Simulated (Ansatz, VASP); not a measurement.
Rh: VASP beside Ansatz

```
CELL_PARAMETERS angstrom
2.70364 0.00000 0.00000
-1.35182 2.34142 0.00000
0.00000 0.00000 4.34862
ATOMIC_POSITIONS crystal
Rh 0.66667 0.33333 0.75000
Rh 0.33333 0.66667 0.25000
```

Alike in both runs: functional r2SCAN; k mesh 18 × 18 × 10; occupations gaussian, width 0.1 eV; no spin polarisation.

Ansatz relaxed the structure, and its values are those at the end. VASP's run is a single point on that final structure, the one shown.

|  | VASP | Ansatz |
| --- | --- | --- |
| version | VASP 6.6.1 | Ansatz 0.2.0 |
| potentials or method | VASP PAW PBE potentials, release 64 (Rh_pv), cutoff 520 eV | scalar-relativistic, plane waves, PAW |
| valence electrons in the cell | 30 | 34 |

```csv
,VASP,Ansatz,Ansatz less VASP
gap on the k mesh at the Fermi level (eV),none,none,-
pressure (GPa),1.2,0.0,-1.22
```

VASP's potentials were made for PBE, not for r2SCAN. A gap of «none» marks a metal or a gap that the smearing closes. VASP's potentials hold 30 valence electrons a cell and Ansatz's 34, so a difference there can come from the potentials and not from the codes.
